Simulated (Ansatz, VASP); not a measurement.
**Two plane-wave programs on SnSe2**

```xyz
3
Lattice="3.7920 0.0000 0.0000 -1.8960 3.2840 0.0000 0.0000 0.0000 5.3608" Properties=species:S:1:pos:R:3 pbc="T T T"
Sn    0.0000    0.0000    0.0000
Se    0.0000    2.1893    1.4213
Se    1.8960    1.0947    3.9395
```

Alike in both runs: task single point; functional PBE; dispersion D3(BJ); k mesh 12 × 12 × 6; occupations gaussian, width 0.03 eV; no spin polarisation.

```csv
,VASP,Ansatz
version,VASP 6.6.1,Ansatz 0.2.0
potentials or method,"VASP PAW PBE potentials, release 64 (Sn_d, Se), cutoff 500 eV","scalar-relativistic, plane waves, PAW"
valence electrons in the cell,26,46
```

```csv
,VASP,Ansatz,Ansatz less VASP
pressure (GPa),13.0,12.9,-0.14
"traceless stress, the component that is largest in VASP (GPa)",3.19,3.22,+0.023
rms of the force components (eV/Å),0.838,0.828,-0.0101
```

Atom by atom the forces differ by 0.010 eV/Å (rms over components). VASP's potentials hold 26 valence electrons a cell and Ansatz's 46, so a difference there can come from the potentials and not from the codes.
